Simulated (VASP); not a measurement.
A run of VASP 6.6.1:

File INCAR:

```
SYSTEM = In
PREC = Accurate ; ENCUT = 520
EDIFF = 1E-6 ; ISMEAR = -1
SIGMA = 0.1 ; LREAL = .False.
LASPH = .True. ; NELM = 60
ALGO = Normal ; ISIF = 2
LWAVE = .False. ; LCHARG = .True.
GGA = CA ; LELF = .True.
LVHAR = .True. ; NBANDS = 12
```

KPOINTS

```
regular mesh
0
Gamma
  15 15 15
  0 0 0
```

The input POSCAR:

```
In
1.0
    2.5001955247      0.0000000000      0.0000000000
    0.0000000000      2.5001955247      0.0000000000
    0.0000000000      0.0000000000      2.5001955247
In
1
Direct
    0.0000000000      0.0000000000      0.0000000000
```

Potentials or basis: VASP PAW LDA potentials, release 64 (In_d).

Run with:

```console
$ cat potpaw_LDA.64/In_d/POTCAR > POTCAR
$ mpirun -np 1 vasp_std > vasp.out
```

Hardware: 1 thread of AMD EPYC 7R13 (shared host).

Q: How long does it take, and how much memory?

A: Wall time 26 s on 1 thread of AMD EPYC 7R13, with other jobs on the host, peak memory 0.1 GiB. Counts: scf iterations 11, k points 120.
